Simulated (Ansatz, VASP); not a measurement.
**TaN, level by level in two programs**

```xyz
2
Lattice="0.0000 2.1662 2.1662 2.1662 0.0000 2.1662 2.1662 2.1662 0.0000" Properties=species:S:1:pos:R:3 pbc="T T T"
Ta    2.1662    2.1662    2.1662
N     0.0000    0.0000    0.0000
```

Single points on this cell with VASP 6.6.1 and Ansatz 0.2.0. Each row is one pair of runs. Alike in all rows: spin: off; k mesh: 10 × 10 × 10; smearing: fermi-dirac, width 0.05 eV; Ansatz's potentials, cutoff: Ansatz PAW, 420 eV.

```tsv
level	VASP's potentials, cutoff	gap on the k mesh at the Fermi level (eV), VASP	gap on the k mesh at the Fermi level (eV), Ansatz	pressure (GPa), VASP	pressure (GPa), Ansatz
BLYP+D3(BJ)	VASP PAW PBE potentials, release 64 (Ta_sv_GW, N), 700 eV	none	none	16.5	15.4
PBEsol+D3(BJ)	VASP PAW PBE potentials, release 64 (Ta_sv_GW, N), 700 eV	none	none	3.6	3.5
LDA	VASP PAW LDA potentials, release 64 (Ta_sv_GW, N), 700 eV	none	none	5.3	4.1
```

Pressure (GPa): the two programs differ by at most 1.16.

A gap of «none» marks a metal or a gap that the smearing closes.

Spin-orbit coupling is off throughout.
